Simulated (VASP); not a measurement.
# NbBr3 in VASP: notebook

NbBr3 is run at these levels: PBE, r2SCAN; tasks: single point.

Program: VASP 6.6.1. These are calculated values, not measurements. Logs are shortened: lines on timing, memory, paths and dates and some standing lists are left out, and cuts for length are marked.

## 1. The cell of the first run

Symmetry: Pmmm, No. 47, orthorhombic system. The conventional cell has a = 5.197 Å, b = 5.237 Å, c = 5.290 Å, α = 90.00°, β = 90.00°, γ = 90.00°. Within 3.4 Å of Nb (site symmetry mmm) lie 6 Br at 2.60 to 2.64 Å. Within 3.4 Å of Br (site symmetry mmm) lie 2 Nb at 2.60 Å. Br (site symmetry mmm) has 2 Nb at 2.62 Å within 3.5 Å. Br (site symmetry mmm) has 2 Nb at 2.64 Å within 3.5 Å.

## 2. Single point, PBE, collinear spin

Input file INCAR:

```
SYSTEM = NbBr3
ALGO = Normal
EDIFF = 1E-6
ENCUT = 500
GGA = PE
GGA_COMPAT = .FALSE.
ISIF = 2
ISMEAR = 0
ISPIN = 2
KPAR = 4
LASPH = .TRUE.
LCHARG = .FALSE.
LMAXMIX = 4
LORBIT = 11
LREAL = .FALSE.
LWAVE = .FALSE.
MAGMOM = 1.15 -1.15 0 0 0 0 0 0
NBANDS = 48
NELM = 200
PREC = Accurate
SIGMA = 0.05
```

Input file KPOINTS:

```
k-points
0
G
  6 6 3
  0 0 0
```

Input file POSCAR:

```
NbBr3
1.0
    5.1966798028      0.0000000000      0.0000000000
    0.0000000000      5.2897315567      5.2373579768
    0.0000000000      0.0000000001     10.4747159538
Nb Br
2 6
Direct
    0.0000000000      0.0000000000      0.0000000000
    0.0000000000      0.0000000000      0.5000000000
    0.5000000000      0.0000000000      0.0000000000
    0.0000000000      0.0000000000      0.2499999511
    0.0000000000      0.4999999022      0.7500000489
    0.5000000000      0.0000000000      0.5000000000
    0.0000000000      0.0000000000      0.7500000489
    0.0000000000      0.5000000978      0.2499999511
```

Potentials or basis: VASP PAW PBE potentials, release 64 (Nb_sv, Br).

Started as:

```sh
$ cat potpaw_PBE.64/Nb_sv/POTCAR potpaw_PBE.64/Br/POTCAR > POTCAR
$ mpirun -np 4 vasp_std > vasp.out
```

OUTCAR:

```text
SYSTEM = NbBr3
   EDIFF = 1E-6
   ENCUT = 500
   GGA = PE
   ISIF = 2
   ISMEAR = 0
   ISPIN = 2
   LASPH = .TRUE.
   LORBIT = 11
   LREAL = .FALSE.
   NELM = 200
   PREC = Accurate

 ion  position               nearest neighbor table
   1  0.000  0.000  0.000-   3 2.60   3 2.60   7 2.62   4 2.62   8 2.64   5 2.64
   2  0.000  0.000  0.500-   6 2.60   6 2.60   7 2.62   4 2.62   5 2.64   8 2.64
   3  0.500  0.000  0.000-   1 2.60   1 2.60
   4  0.000  0.000  0.250-   1 2.62   2 2.62
   5  0.000  0.500  0.750-   1 2.64   2 2.64
   6  0.500  0.000  0.500-   2 2.60   2 2.60
   7  0.000  0.000  0.750-   1 2.62   2 2.62
   8  0.000  0.500  0.250-   1 2.64   2 2.64

  LATTYP: Found a base centered orthorhombic cell.
 ALAT       =    10.4747159538
 B/A-ratio  =     1.0100000000
 C/A-ratio  =     0.4961165368

  Lattice vectors:

 A1 = (   0.0000000000,  -5.2897315567,  -5.2373579768)
 A2 = (   0.0000000000,   5.2897315566,  -5.2373579770)
 A3 = (   5.1966798028,   0.0000000000,   0.0000000000)

Analysis of symmetry for initial positions (statically):
=====================================================================
 Subroutine PRICEL returns following result:

  LATTYP: Found a simple orthorhombic cell.
 ALAT       =     5.1966798028
 B/A-ratio  =     1.0078277238
 C/A-ratio  =     1.0179060010
[... 12 lines left out ...]
 Subroutine GETGRP returns: Found  8 space group operations
 (whereof  8 operations were pure point group operations)
 out of a pool of  8 trial point group operations.

The static configuration has the point symmetry D_2h.

Analysis of symmetry for dynamics (positions and initial velocities):
=====================================================================
 Subroutine PRICEL returns following result:

  LATTYP: Found a simple orthorhombic cell.
 ALAT       =     5.1966798028
 B/A-ratio  =     1.0078277238
 C/A-ratio  =     1.0179060010
[... 12 lines left out ...]
 Subroutine GETGRP returns: Found  8 space group operations
 (whereof  8 operations were pure point group operations)
 out of a pool of  8 trial point group operations.

The dynamic configuration has the point symmetry D_2h.

Analysis of structural, dynamic, and magnetic symmetry:
=====================================================================
 Subroutine PRICEL returns following result:

[... 162 lines left out ...]

 number of electron      68.0000010 magnetization       0.0000000

 Free energy of the ion-electron system (eV)
  ---------------------------------------------------
  ext. energy  EPLUGINS =         0.00000000
  ---------------------------------------------------
  free energy    TOTEN  =       -35.08042025 eV

  energy without entropy =      -35.06326659  energy(sigma->0) =      -35.07184342

 E-fermi :   1.6763     XC(G=0):  -7.5063

 val. band max:        1.6697568979   @ k =   0.5000  -0.3333   0.3333
 cond. band min:       1.6856914395   @ k =   0.3333   0.5000   0.3333
 fundamental gap:      0.0159345416
 Fermi energy:         1.6762638167

 spin component 1

 k-point     1 :       0.0000    0.0000    0.0000
  band No.  band energies     occupation
      1     -54.9255      1.00000
      2     -54.1063      1.00000
      3     -31.1282      1.00000
      4     -31.0083      1.00000
      5     -31.0023      1.00000
      6     -30.2968      1.00000
[... 1165 lines left out ...]
     45       7.3311      0.00000
     46       7.4925      0.00000

 [... further k-points ...]

 spin component 2

 k-point     1 :       0.0000    0.0000    0.0000
  band No.  band energies     occupation
      1     -54.9255      1.00000
      2     -54.1064      1.00000
      3     -31.1282      1.00000
      4     -31.0082      1.00000
      5     -31.0022      1.00000
      6     -30.2968      1.00000
[... 1165 lines left out ...]
     45       7.3311      0.00000
     46       7.4925      0.00000

 [... further k-points ...]

 [bands above 46 left out]

------------------------ aborting loop because EDIFF is reached ----------------------------------------

  FORCE on cell =-STRESS in cart. coord.  units (eV):
  Direction    XX          YY          ZZ          XY          YZ          ZX
  --------------------------------------------------------------------------------------
  -------------------------------------------------------------------------------------
  Total       -0.4736491     -1.4873368     -0.2400170      0.0000000      0.0000000      0.0000000
  in kB       -2.6355149     -8.2759537     -1.3355210      0.0000000      0.0000000      0.0000000
  external PRESSURE =      -4.0823299 kB  Pullay stress =       0.0000000 kB

 VOLUME and BASIS-vectors are now :
 -----------------------------------------------------------------------------
  energy-cutoff  :      500.00
  volume of cell :      287.94
      direct lattice vectors                 reciprocal lattice vectors
     5.196679803  0.000000000  0.000000000     0.192430559  0.000000000  0.000000000
     0.000000000  5.289731557  5.237357977     0.000000000  0.189045510 -0.000000000
     0.000000000  0.000000000 10.474715954     0.000000000 -0.094522755  0.095467983

 POSITION                                       TOTAL-FORCE (eV/Angst)
 -----------------------------------------------------------------------------------
      0.00000      0.00000      0.00000         0.000000      0.000000      0.000000
      0.00000      0.00000      5.23736         0.000000      0.000000      0.000000
      2.59834      0.00000      0.00000        -0.000000      0.000000      0.000000
      0.00000      0.00000      2.61868        -0.000000      0.000000      0.000000
      0.00000      2.64487     10.47472        -0.000000     -0.000000      0.000000
      2.59834      0.00000      5.23736        -0.000000      0.000000      0.000000
      0.00000      0.00000      7.85604        -0.000000      0.000000      0.000000
      0.00000      2.64487      5.23736        -0.000000      0.000000      0.000000
 -----------------------------------------------------------------------------------
    total drift:                               -0.000000      0.000000      0.000000

  FREE ENERGIE OF THE ION-ELECTRON SYSTEM (eV)
  ---------------------------------------------------
  free  energy   TOTEN  =       -35.0804202472 eV

  energy  without entropy=      -35.0632665949  energy(sigma->0) =      -35.07184342

 total charge

# of ion       s       p       d       tot
------------------------------------------
    1        2.115   5.975   2.389  10.480
    2        2.115   5.975   2.389  10.480
    3        1.603   3.265   0.025   4.893
    4        1.602   3.268   0.024   4.894
    5        1.601   3.264   0.022   4.887
    6        1.603   3.265   0.025   4.893
    7        1.602   3.268   0.024   4.894
    8        1.601   3.264   0.022   4.887
--------------------------------------------------
tot         13.844  31.544   4.921  50.309

 magnetization (x)

# of ion       s       p       d       tot
------------------------------------------
    1        0.010   0.009   1.175   1.194
    2       -0.010  -0.009  -1.175  -1.194
    3       -0.003  -0.029   0.010  -0.022
    4        0.000   0.000   0.000   0.000
    5        0.000   0.000   0.000   0.000
    6        0.003   0.029  -0.010   0.022
    7        0.000   0.000   0.000   0.000
    8        0.000   0.000   0.000   0.000
--------------------------------------------------
tot          0.000   0.000   0.000   0.000
```

OSZICAR:

```text
N       E                     dE             d eps       ncg     rms          rms(c)
DAV:   1     0.581893936802E+03    0.58189E+03   -0.30075E+04  6552   0.120E+03
DAV:   2     0.230159486545E+02   -0.55888E+03   -0.54062E+03  8840   0.342E+02
[... 11 lines left out ...]
DAV:  14    -0.350804323583E+02    0.13257E-05   -0.19710E-04  8208   0.594E-02    0.203E-02
DAV:  15    -0.350804267280E+02    0.56303E-05   -0.12689E-05  8280   0.193E-02    0.131E-02
DAV:  16    -0.350804241850E+02    0.25430E-05   -0.15522E-05  6952   0.122E-02    0.931E-03
DAV:  17    -0.350804231093E+02    0.10757E-05   -0.21026E-06  5720   0.625E-03    0.709E-03
DAV:  18    -0.350804210969E+02    0.20124E-05   -0.42941E-06  6608   0.105E-02    0.449E-03
DAV:  19    -0.350804202472E+02    0.84968E-06   -0.11786E-06  4216   0.541E-03
   1 F= -.35080420E+02 E0= -.35071843E+02  d E =-.171537E-01  mag=     0.0000
```

stdout:

```text
POSCAR found type information on POSCAR NbBr
 POSCAR found :  2 types and       8 ions
 scaLAPACK will be used
 LDA part: xc-table for (Slater+PW92), standard interpolation
 POSCAR, INCAR and KPOINTS ok, starting setup
 FFT: planning ... GRIDC
 FFT: planning ... GRID_SOFT
 FFT: planning ... GRID
 WAVECAR not read
 entering main loop
```

Wall time 6.2 min (4 MPI ranks of AMD EPYC 7R43 (Zen 3), shared host); peak memory 0.92 GiB.

Results:

- Free energy: -35.0804 eV
- Pressure: -0.4 GPa
- Band gap on the k mesh: zero (filled and empty bands overlap)
- Net moment: 0.00 μB per cell
- Site moments: Nb +1.19, -1.19; Br -0.02, +0.00, +0.02 (each value once) μB
- Valence electrons inside the program's atomic spheres: Nb 10.48; Br 4.89

Stress tensor (GPa, compression positive):
```
-0.26  0.00  0.00
 0.00 -0.83  0.00
 0.00  0.00 -0.13
```

(Part 1 of 2 ends here.)
